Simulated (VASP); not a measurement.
# TiOs3 (Fm-3m) in VASP: notebook

The runs below take TiOs3 through single point, relaxation of cell and atoms, with PBE.

Program: VASP 6.6.1. These are calculated values, not measurements. Logs are shortened: lines on timing, memory, paths and dates and some standing lists are left out, and cuts for length are marked.

## (1) The cell of the first run

It takes space group Fm-3m (No. 225, cubic). The conventional cell has a = 6.189 Å, b = 6.189 Å, c = 6.189 Å, α = 90.00°, β = 90.00°, γ = 90.00°. Within 3.5 Å of Ti (site symmetry m-3m) lie 14 Os at 2.68 to 3.09 Å. Within 3.5 Å of Os (site symmetry -43m) lie 4 Ti at 2.68 Å and 10 Os at 2.68 to 3.09 Å. Os (site symmetry m-3m) has 8 Os at 2.68 Å and 6 Ti at 3.09 Å within 3.5 Å.

## (2) Single point, PBE

Contents of INCAR:

```
SYSTEM = TiOs3
  PREC = Accurate
  ENCUT = 520
  EDIFF = 1E-7
  ISMEAR = 0
  SIGMA = 0.1
  LREAL = .FALSE.
  LASPH = .TRUE.
  NELM = 60
  ALGO = Normal
  ISIF = 2
  LWAVE = .FALSE.
  LCHARG = .FALSE.
  GGA = PE
  NBANDS = 26
```

Contents of KPOINTS:

```
regular mesh
0
G
  6 6 6
  0 0 0
```

Contents of POSCAR:

```
TiOs3
1.0
    0.0000000000      3.0946018696      3.0946018696
    3.0946018696      0.0000000000      3.0946018696
    3.0946018696      3.0946018696      0.0000000000
Ti Os
1 3
Direct
    0.5000000000      0.5000000000      0.5000000000
    0.2500000000      0.2500000000      0.2500000000
    0.7500000000      0.7500000000      0.7500000000
    0.0000000000      0.0000000000      0.0000000000
```

Potentials or basis: VASP PAW PBE potentials, release 64 (Ti_sv, Os).

On the command line:

```bash
> cat potpaw_PBE.64/Ti_sv/POTCAR potpaw_PBE.64/Os/POTCAR > POTCAR
> mpirun -np 1 vasp_std > vasp.out
```

OUTCAR:

```text
SYSTEM = TiOs3
   PREC = Accurate
   ENCUT = 520
   EDIFF = 1E-7
   ISMEAR = 0
   LREAL = .FALSE.
   LASPH = .TRUE.
   NELM = 60
   ISIF = 2
   GGA = PE

 ion  position               nearest neighbor table
   1  0.500  0.500  0.500-   2 2.68   2 2.68   2 2.68   2 2.68   3 2.68   3 2.68   3 2.68   3 2.68
                             4 3.09   4 3.09   4 3.09   4 3.09   4 3.09   4 3.09
   2  0.250  0.250  0.250-   4 2.68   4 2.68   4 2.68   1 2.68   4 2.68   1 2.68   1 2.68   1 2.68
                             3 3.09   3 3.09   3 3.09   3 3.09   3 3.09   3 3.09
   3  0.750  0.750  0.750-   1 2.68   1 2.68   1 2.68   1 2.68   4 2.68   4 2.68   4 2.68   4 2.68
                             2 3.09   2 3.09   2 3.09   2 3.09   2 3.09   2 3.09
   4  0.000  0.000  0.000-   3 2.68   3 2.68   3 2.68   2 2.68   3 2.68   2 2.68   2 2.68   2 2.68
                             1 3.09   1 3.09   1 3.09   1 3.09   1 3.09   1 3.09

  LATTYP: Found a face centered cubic cell.
 ALAT       =     6.1892037392

  Lattice vectors:

 A1 = (   0.0000000000,   3.0946018696,   3.0946018696)
 A2 = (   3.0946018696,   0.0000000000,   3.0946018696)
 A3 = (   3.0946018696,   3.0946018696,   0.0000000000)

Analysis of symmetry for initial positions (statically):
=====================================================================
 Subroutine PRICEL returns:
 Original cell was already a primitive cell.

 Routine SETGRP: Setting up the symmetry group for a
 face centered cubic supercell.

 Subroutine GETGRP returns: Found 48 space group operations
 (whereof 48 operations were pure point group operations)
 out of a pool of 48 trial point group operations.

The static configuration has the point symmetry O_h .

Analysis of symmetry for dynamics (positions and initial velocities):
=====================================================================
 Subroutine PRICEL returns:
 Original cell was already a primitive cell.

 Routine SETGRP: Setting up the symmetry group for a
 face centered cubic supercell.

 Subroutine GETGRP returns: Found 48 space group operations
 (whereof 48 operations were pure point group operations)
 out of a pool of 48 trial point group operations.

The dynamic configuration has the point symmetry O_h .

 Subroutine INISYM returns: Found 48 space group operations
 (whereof 48 operations are pure point group operations),
 and found     1 'primitive' translations

----------------------------------------------------------------------------------------

                                     Primitive cell

[... 86 lines left out ...]
   LREAL  =      F    real-space projection
   EDIFFG = 0.1E-05   stopping-criterion for IOM
   NSW    =      0    number of steps for IOM
   IBRION =     -1    ionic relax: 0-MD 1-quasi-New 2-CG
   NFREE  =      0    steps in history (QN), initial steepest desc. (CG)
   ISIF   =      2    stress and relaxation
   ISYM   =      2    0-nonsym 1-usesym 2-fastsym
   POTIM  = 0.5000    time-step for ionic-motion
   TEBEG  =    0.0;   TEEND  =   0.0 temperature during run
   PSTRESS=    0.0 pullay stress
   NELECT =      36.0000    total number of electrons
   NUPDOWN=      -1.0000    fix difference up-down
   EMIN   =  10.00;   EMAX   =-10.00  energy-range for DOS
   EFERMI =   0.00;   METHOD = LEGACY
   ISMEAR =     0;   SIGMA  =   0.10  broadening in eV -4-tet -1-fermi 0-gaus
   EFERMI_NEDOS =   21; number of points for ismear=-14 and -15
   IALGO  =     38    algorithm
   IMIX   =      4    mixing-type and parameters
     AMIX     =   0.40;   BMIX     =  1.00
     AMIX_MAG =   1.60;   BMIX_MAG =  1.00
  volume/ion in A,a.u.               =      14.82       100.00
  Fermi-wavevector in a.u.,A,eV,Ry     =   1.386418  2.619950 26.152508  1.922155
  Thomas-Fermi vector in A             =   2.510736
   LORBIT       =      0    0 simple, 1 ext, 2 COOP (PROOUT), +10 PAW based schemes
   GGA     = PE    functional components
   LHFCALC =     F    Hartree Fock is set to
   AEXX    =    0.0000 exact exchange contribution
   IVDW    =     0    specifies the selected vdW correction
   LEPSILON=     F    determine dielectric tensor
   LRPA    =     F    only Hartree local field effects (RPA)
 non-spin polarized calculation
 Gauss-broadening in eV      SIGMA  =   0.10
  energy-cutoff  :      520.00
  volume of cell :       59.27
 maximum number of plane-waves:      1639
 NGX is ok and might be reduce to    36
   NGX = 17   NGY = 17   NGZ = 17

 number of electron      36.0000002 magnetization

 Free energy of the ion-electron system (eV)
  ---------------------------------------------------
  ext. energy  EPLUGINS =         0.00000000
  ---------------------------------------------------
  free energy    TOTEN  =       -40.84128232 eV

  energy without entropy =      -40.79021147  energy(sigma->0) =      -40.81574689

 E-fermi :   9.2096     XC(G=0): -13.3659

 val. band max:        9.2043258176   @ k =  -0.3333   0.3333   0.1667
 cond. band min:       9.2370805548   @ k =   0.5000   0.0000   0.0000
 fundamental gap:      0.0327547372
 Fermi energy:         9.2096034179

 k-point     1 :       0.0000    0.0000    0.0000
  band No.  band energies     occupation
      1     -47.7980      2.00000
      2     -24.0838      2.00000
      3     -24.0838      2.00000
      4     -24.0838      2.00000
      5      -0.5817      2.00000
      6       2.8806      2.00000
[... 453 lines left out ...]
     25      11.8858      0.00000
     26      12.0432      0.00000

------------------------ aborting loop because EDIFF is reached ----------------------------------------

  FORCE on cell =-STRESS in cart. coord.  units (eV):
  Direction    XX          YY          ZZ          XY          YZ          ZX
  --------------------------------------------------------------------------------------
  -------------------------------------------------------------------------------------
  Total       -0.1042654     -0.1042654     -0.1042654      0.0000000     -0.0000000      0.0000000
  in kB       -2.8184259     -2.8184259     -2.8184259      0.0000000     -0.0000000      0.0000000
  external PRESSURE =      -2.8184259 kB  Pullay stress =       0.0000000 kB

 VOLUME and BASIS-vectors are now :
 -----------------------------------------------------------------------------
  energy-cutoff  :      520.00
  volume of cell :       59.27
      direct lattice vectors                 reciprocal lattice vectors
     0.000000000  3.094601870  3.094601870    -0.161571673  0.161571673  0.161571673
     3.094601870  0.000000000  3.094601870     0.161571673 -0.161571673  0.161571673
     3.094601870  3.094601870  0.000000000     0.161571673  0.161571673 -0.161571673

 POSITION                                       TOTAL-FORCE (eV/Angst)
 -----------------------------------------------------------------------------------
      3.09460      3.09460      3.09460         0.000000      0.000000      0.000000
      1.54730      1.54730      1.54730         0.000000      0.000000      0.000000
      4.64190      4.64190      4.64190        -0.000000     -0.000000     -0.000000
      0.00000      0.00000      0.00000         0.000000      0.000000      0.000000
 -----------------------------------------------------------------------------------
    total drift:                                0.000000      0.000000      0.000000

  FREE ENERGIE OF THE ION-ELECTRON SYSTEM (eV)
  ---------------------------------------------------
  free  energy   TOTEN  =       -40.8412823185 eV

  energy  without entropy=      -40.7902114661  energy(sigma->0) =      -40.81574689
```

OSZICAR:

```text
N       E                     dE             d eps       ncg     rms          rms(c)
DAV:   1     0.361054865336E+03    0.36105E+03   -0.17318E+04   840   0.149E+03
DAV:   2    -0.257916159049E+01   -0.36363E+03   -0.34888E+03   834   0.483E+02
DAV:   3    -0.412965459906E+02   -0.38717E+02   -0.36497E+02  1354   0.134E+02
DAV:   4    -0.438250506988E+02   -0.25285E+01   -0.24839E+01   996   0.336E+01
[... 10 lines left out ...]
DAV:  15    -0.408412831817E+02    0.17815E-04   -0.48834E-05  1212   0.546E-02    0.112E-02
DAV:  16    -0.408412823025E+02    0.87922E-06   -0.28532E-06  1002   0.164E-02    0.457E-03
DAV:  17    -0.408412820811E+02    0.22141E-06   -0.35827E-07   804   0.538E-03    0.193E-03
DAV:  18    -0.408412823460E+02   -0.26491E-06   -0.27673E-07   836   0.501E-03    0.132E-03
DAV:  19    -0.408412823185E+02    0.27440E-07   -0.28025E-08   458   0.171E-03
   1 F= -.40841282E+02 E0= -.40815747E+02  d E =-.510709E-01
```

stdout:

```text
POSCAR found type information on POSCAR TiOs
 POSCAR found :  2 types and       4 ions
 scaLAPACK will be used
 LDA part: xc-table for (Slater+PW92), standard interpolation
 POSCAR, INCAR and KPOINTS ok, starting setup
 FFT: planning ... GRIDC
 FFT: planning ... GRID_SOFT
 FFT: planning ... GRID
 WAVECAR not read
 entering main loop
```

It took 42 s on 1 thread of Intel Xeon Platinum 8259CL at 2.50GHz (Skylake/Cascade Lake), shared host; peak memory 0.21 GiB.

Results:

```
Free energy            : -40.8413 eV
Pressure               : -0.3 GPa
Band gap on the k mesh : zero (band 18 reaches 9.56 eV, above the bottom of band 19 at 9.02 eV)
```

Levels at points of the mesh, in eV from the Fermi level:
| k point | band 15 | band 16 | band 17 | band 18 | band 19 | band 20 |
| --- | --- | --- | --- | --- | --- | --- |
| (0.00, 0.00, 0.00) | -1.76 | -1.76 | 0.20 | 0.20 | 0.76 | 0.76 |
| (0.50, 0.00, 0.00) | -3.17 | -3.17 | 0.03 | 0.03 | 0.70 | 0.70 |
| (0.50, 0.50, 0.00) | -0.76 | -0.76 | -0.71 | -0.31 | 0.20 | 0.20 |

Caveat: spin-orbit coupling is left out, which moves the levels of the heavy elements.

## (3) Single point, PBE

This run uses another cell than the first one, of 15.03 Å³/atom, 1.014 times its volume.

Contents of INCAR:

```
PREC = Accurate
ENCUT = 520
EDIFF = 1E-6
ISMEAR = 0
SIGMA = 0.1
LREAL = False
LASPH = True
NELM = 60
ALGO = Fast
ISIF = 2
LWAVE = False
LCHARG = True
GGA = PE
LELF = True
LVHAR = True
NBANDS = 26
```

Contents of KPOINTS:

```
regular mesh
0
Gamma
  6 6 6
```

Contents of POSCAR:

```
TiOs3
1.0
    0.0000000000      3.1093065800      3.1093065800
    3.1093065800      0.0000000000      3.1093065800
    3.1093065800      3.1093065800      0.0000000000
Ti Os
1 3
Direct
    0.5000000000      0.5000000000      0.5000000000
    0.2500000000      0.2500000000      0.2500000000
    0.7500000000      0.7500000000      0.7500000000
    0.0000000000      0.0000000000      0.0000000000
```

Potentials or basis: VASP PAW PBE potentials, release 64 (Ti_sv, Os).

On the command line:

```bash
> cat potpaw_PBE.64/Ti_sv/POTCAR potpaw_PBE.64/Os/POTCAR > POTCAR
> mpirun -np 1 vasp_std > vasp.out
```

Wall time 71 s (1 thread of Intel Xeon Platinum 8259CL at 2.50GHz (Skylake/Cascade Lake), shared host); peak memory 0.21 GiB.

The run converged. Its results:

```
Free energy            : -40.8295 eV
Pressure               : -4.3 GPa
Band gap on the k mesh : zero (band 18 reaches 9.36 eV, above the bottom of band 19 at 8.82 eV)
```

Levels at points of the mesh, in eV from the Fermi level:
| k point | band 15 | band 16 | band 17 | band 18 | band 19 | band 20 |
| --- | --- | --- | --- | --- | --- | --- |
| (0.00, 0.00, 0.00) | -1.72 | -1.72 | 0.20 | 0.20 | 0.74 | 0.74 |
| (0.50, 0.00, 0.00) | -3.10 | -3.10 | 0.03 | 0.03 | 0.68 | 0.68 |
| (0.50, 0.50, 0.00) | -0.75 | -0.75 | -0.69 | -0.30 | 0.20 | 0.20 |

Caveat: spin-orbit coupling is left out, which moves the levels of the heavy elements.

## (4) Relaxation of cell and atoms, PBE

This run uses another cell than the first one, of 15.03 Å³/atom, 1.014 times its volume.

Contents of INCAR:

```
PREC = Accurate
ENCUT = 600
EDIFF = 1E-6
ISMEAR = 0
SIGMA = 0.1
LREAL = F
LASPH = T
NELM = 60
ALGO = Normal
ISIF = 3
LWAVE = F
LCHARG = F
GGA = PE
IBRION = 2
NSW = 90
EDIFFG = -0.04
```

KPOINTS is that of step 3.

POSCAR is that of step 3.

On the command line:

```bash
> cat potpaw_PBE.64/Ti_sv/POTCAR potpaw_PBE.64/Os/POTCAR > POTCAR
> mpirun -np 1 vasp_std > vasp.out
```

It took 86 s on 1 thread of Intel Xeon Platinum 8259CL at 2.50GHz (Skylake/Cascade Lake), shared host; peak memory 0.21 GiB.

The run converged. Its results:

```
Free energy                            : -40.8437 eV
Relaxed volume                         : 14.81 Å³/atom
Relaxed cell                           : a = 4.376 Å, b = 4.376 Å, c = 4.376 Å, α = 60.00°, β = 60.00°, γ = 60.00°
Space group after relaxing (to 0.05 Å) : Fm-3m (No. 225)
Energy gained by relaxing              : 3.0 meV/atom
Ionic steps                            : 3
Pressure after relaxing                : 0.0 GPa
Band gap on the k mesh                 : zero (band 18 reaches 9.57 eV, above the bottom of band 19 at 9.02 eV)
```

The path:
```tsv
step	energy change (eV)	largest force (eV/Å)	pressure (GPa)	volume (Å³)
1	0.0000	0.0000	-4.24	60.12
2	0.0948	0.0000	14.27	56.72
3	-0.0120	0.0000	-0.04	59.25
```

Final structure:
```
Ti Os
1.0
     0.00000    3.09416    3.09416
     3.09416    0.00000    3.09416
     3.09416    3.09416    0.00000
Ti Os
1 3
Direct
  0.50000 0.50000 0.50000
  0.25000 0.25000 0.25000
  0.75000 0.75000 0.75000
  0.00000 0.00000 0.00000
```

Levels at points of the mesh, in eV from the Fermi level:
```
           k point  band 15  band 16  band 17  band 18  band 19  band 20
(0.00, 0.00, 0.00)    -1.76    -1.76     0.20     0.20     0.76     0.76
(0.50, 0.00, 0.00)    -3.17    -3.17     0.03     0.03     0.70     0.70
(0.50, 0.50, 0.00)    -0.77    -0.77    -0.71    -0.31     0.20     0.20
```

Caveat: spin-orbit coupling is left out, which moves the levels of the heavy elements.

## (5) Single point, PBE, collinear spin, ferromagnetic start

Contents of INCAR:

```
SYSTEM = TiOs3
  ALGO = Normal
  EDIFF = 1E-6
  ENCUT = 520
  GGA = PE
  ISIF = 2
  ISMEAR = 0
  ISPIN = 2
  LASPH = .True.
  LCHARG = .False.
  LMAXMIX = 4
  LORBIT = 11
  LREAL = .False.
  LWAVE = .False.
  MAGMOM = 1 1 1 1
  NBANDS = 30
  NELM = 150
  PREC = Accurate
  SIGMA = 0.1
```

Contents of KPOINTS:

```
k-points
0
Gamma
  6 6 6
  0 0 0
```

Contents of POSCAR:

```
TiOs3
1.0
    0.0000000000      3.0946018696      3.0946018696
    3.0946018696      0.0000000000      3.0946018696
    3.0946018696      3.0946018696      0.0000000000
Ti Os
1 3
Direct
    0.5000000000      0.5000000000      0.5000000000
    0.2500000000      0.2500000000      0.2500000000
    0.7500000000      0.7500000000      0.7500000000
    0.0000000000      0.0000000000      0.0000000000
```

On the command line:

```bash
> cat potpaw_PBE.64/Ti_sv/POTCAR potpaw_PBE.64/Os/POTCAR > POTCAR
> mpirun -np 1 vasp_std > vasp.out
```

It took 77 s on 1 thread of Intel Xeon Platinum 8259CL at 2.50GHz (Skylake/Cascade Lake), shared host; peak memory 0.25 GiB.

It converged, with:

* Free energy: -40.8462 eV
* Pressure: 0.0 GPa
* Net moment: 1.07 μB per cell
* Site moments: Ti +0.12; Os +0.20, +0.52 μB
* Valence electrons inside the program's atomic spheres: Ti 10.37; Os 7.28, 7.29

Levels at points of the mesh, in eV from the Fermi level:
Spin up:
```csv
k point,band 15,band 16,band 17,band 18,band 19,band 20,band 21,band 22
"(0.00, 0.00, 0.00)",-1.82,-1.82,0.03,0.03,0.66,0.66,2.38,2.38
"(0.50, 0.00, 0.00)",-3.23,-3.23,-0.12,-0.12,0.59,0.59,1.45,1.45
"(0.50, 0.50, 0.00)",-0.86,-0.86,-0.76,-0.42,0.17,0.17,0.55,0.58
```
Spin down:
| k point | band 13 | band 14 | band 15 | band 16 | band 17 | band 18 | band 19 | band 20 | band 21 | band 22 |
| --- | --- | --- | --- | --- | --- | --- | --- | --- | --- | --- |
| (0.00, 0.00, 0.00) | -3.79 | -1.70 | -1.70 | -1.70 | 0.40 | 0.40 | 0.86 | 0.86 | 2.48 | 2.48 |
| (0.50, 0.00, 0.00) | -3.75 | -3.26 | -3.11 | -3.11 | 0.20 | 0.20 | 0.82 | 0.82 | 1.59 | 1.59 |
| (0.50, 0.50, 0.00) | -2.18 | -2.18 | -0.67 | -0.67 | -0.66 | -0.18 | 0.24 | 0.24 | 0.75 | 0.88 |

Caveat: spin-orbit coupling is left out, which moves the levels of the heavy elements.

## (6) Summary

| task | spin | cell | cutoff (eV) | gap on the mesh (eV) | pressure (GPa) |
| --- | --- | --- | --- | --- | --- |
| single point | off | a = 4.376 Å, angles 60.0°, 4 atoms | 520 | none | -0.3 |
| single point | off | a = 4.397 Å, angles 60.0°, 4 atoms | 520 | none | -4.3 |
| relaxation of cell and atoms | off | relaxed from a = 4.397 Å, angles 60.0°, 4 atoms | 600 | none | 0.0 |
| single point | collinear, ferromagnetic start | a = 4.376 Å, angles 60.0°, 4 atoms | 520 | none | 0.0 |

Alike in all rows: level PBE; potentials or basis VASP PAW PBE potentials, release 64 (Ti_sv, Os); k mesh 6 × 6 × 6; smearing gaussian 0.1 eV.

Caveats: spin-orbit coupling is left out, which moves the levels of the heavy elements.

Total energies depend on the potentials used, so only differences within one code and one set of settings carry meaning.
